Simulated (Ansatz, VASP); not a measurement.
PbS in VASP and in Ansatz

```
CELL_PARAMETERS angstrom
0.00000 3.05395 2.96500
3.05395 0.00000 2.96500
3.05395 3.05395 0.00000
ATOMIC_POSITIONS crystal
Pb 0.00000 0.00000 0.00000
S 0.50000 0.50000 0.50000
```

Change from the starting cell: equal xx and yy strain of +3 %, PAW files.

Alike in both runs: task electric field gradients; functional PBE; k mesh 8 × 8 × 8; occupations fermi-dirac, width 0.01 eV; no spin polarisation.

|  | VASP | Ansatz |
| --- | --- | --- |
| version | VASP 6.6.1 | Ansatz 0.2.0 |
| potentials or method | VASP PAW PBE potentials, release 64 (Pb_d, S) | PAW with Ansatz's default frozen-core files, scalar-relativistic |
| plane-wave cutoff (eV) | 520 | 420 |
| valence electrons in the cell | 20 | 20 |

Ansatz gave:

* gap on the k mesh at the Fermi level (eV): 0.53
* pressure (GPa): -0.9
* traceless stress, the component that is largest in VASP (GPa): 2.05
* size of Vzz on the site where it differs most (V/Å²): 90.2

**Question.** Estimate VASP's values.

**Answer.** gap on the k mesh at the Fermi level (eV): 0.54; pressure (GPa): -0.9; traceless stress, the component that is largest in VASP (GPa): 2.05; size of Vzz on the site where it differs most (V/Å²): 83.4.

The functional is the same, so the differences come from potentials, cutoffs and numerics.

Neither program's run includes spin-orbit coupling.
